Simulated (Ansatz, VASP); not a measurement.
## ZnS in VASP and in Ansatz

```
Zn S
1.0
     3.73478    0.00000    0.00000
    -1.86739    3.23441    0.00000
     0.00000    0.00000    6.23400
Zn S
2 2
Direct
  0.33333 0.66667 0.00000
  0.66667 0.33333 0.50000
  0.33333 0.66667 0.38500
  0.66667 0.33333 0.88500
```

Change from the starting cell: equal xx and yy strain of -2 %.

Alike in both runs: task single point; functional PBE; k mesh 8 × 8 × 5; occupations fermi-dirac, width 0.03 eV; no spin polarisation.

|  | VASP | Ansatz |
| --- | --- | --- |
| version | VASP 6.6.1 | Ansatz 0.2.0 |
| potentials or method | VASP PAW PBE potentials, release 64 (Zn, S), cutoff 520 eV | all-electron LAPW, scalar-relativistic |

```csv
,VASP,Ansatz,Ansatz less VASP
gap on the k mesh at the Fermi level (eV),2.41,2.40,-0.004
pressure (GPa),6.3,6.1,-0.18
"traceless stress, the component that is largest in VASP (GPa)",-3.80,-3.76,+0.041
rms of the force components (eV/Å),0.289,0.286,-0.0033
```

Atom by atom the forces differ by 0.003 eV/Å (rms over components). Ansatz ran all-electron here, and VASP with PAW potentials.
